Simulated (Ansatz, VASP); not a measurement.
Two plane-wave programs on HfO2

File INCAR:

```
SYSTEM = HfO2
  ALGO = Normal
  EDIFF = 1E-6
  ENCUT = 600
  GGA = PE
  GGA_COMPAT = .FALSE.
  ISIF = 2
  ISMEAR = 0
  LASPH = .TRUE.
  LCHARG = .FALSE.
  LREAL = .FALSE.
  LWAVE = .FALSE.
  NBANDS = 31
  NELM = 120
  PREC = Accurate
  SIGMA = 0.02
```

Contents of KPOINTS:

```
k-points
0
G
  6 6 6
  0 0 0
```

The input POSCAR:

```
HfO2
1.0
    3.8678262868      0.0000000000      0.0000000000
    0.0000000000      3.8678262868      0.0000000000
    0.0000000000      0.0000000000      5.1586973636
Hf O
2 4
Direct
    0.0000000000      0.0000000000      0.0000000000
    0.5000000000      0.5000000000      0.5000000000
    0.0000000000      0.5000000000      0.3211767667
    0.5000000000      0.0000000000      0.1788232333
    0.5000000000      1.0000000000      0.6788232333
    0.0000000000      0.5000000000      0.8211767667
```

Input for Ansatz:

```yaml
crystal:
  lattice:
    - [3.8678262868, 0.0, 0.0]
    - [0.0, 3.8678262868, 0.0]
    - [0.0, 0.0, 5.1586973636]
  atoms:
    - { symbol: Hf, position: [0.0, 0.0, 0.0] }
    - { symbol: O, position: [0.0, 0.5, 0.3211767667] }
    - { symbol: O, position: [0.5, 0.0, 0.1788232333] }
    - { symbol: Hf, position: [0.5, 0.5, 0.5] }
    - { symbol: O, position: [0.5, 1.0, 0.6788232333] }
    - { symbol: O, position: [0.0, 0.5, 0.8211767667] }
basis:
  ecutwfc: 420
kpoints:
  mp_grid: { grid: [6, 6, 6] }
  band_path:
    path:
      - [[0.0, 0.0, 0.0], [0.0, 0.5, 0.0], [0.5, 0.5, 0.0], [0.0, 0.0, 0.0], [0.0, 0.0, 0.5], [0.0, 0.5, 0.5], [0.5, 0.5, 0.5], [0.0, 0.0, 0.5]]
      - [[0.0, 0.5, 0.0], [0.0, 0.5, 0.5]]
      - [[0.5, 0.5, 0.0], [0.5, 0.5, 0.5]]
    npoints: 10
hamiltonian:
  xc: pbe
scf:
  occupations: { method: gaussian, width: 0.02 }
  n_extra_bands: 9
output:
  forces: true
  stress: true
  eigenvalues: true
```

Alike in both runs: task single point; functional PBE; k mesh 6 × 6 × 6; occupations gaussian, width 0.02 eV; no spin polarisation.

|  | VASP | Ansatz |
| --- | --- | --- |
| version | VASP 6.6.1 | Ansatz 0.2.0 |
| potentials or method | VASP PAW PBE potentials, release 64 (Hf_pv, O), cutoff 600 eV | scalar-relativistic, plane waves, PAW |
| valence electrons in the cell | 44 | 76 |

|  | VASP | Ansatz | Ansatz less VASP |
| --- | --- | --- | --- |
| gap on the k mesh at the Fermi level (eV) | 3.27 | 3.32 | +0.050 |
| least direct gap on the mesh (eV) | 3.31 | 3.36 | +0.050 |
| pressure (GPa) | -23.5 | -21.0 | +2.52 |
| rms of the force components (eV/Å) | 0.025 | 0.000 | -0.0245 |

With one functional, cell and mesh, what is left measures potentials, basis and numerics. VASP's potentials hold 44 valence electrons a cell and Ansatz's 76, so a difference there can come from the potentials and not from the codes.

Spin-orbit coupling is off throughout.
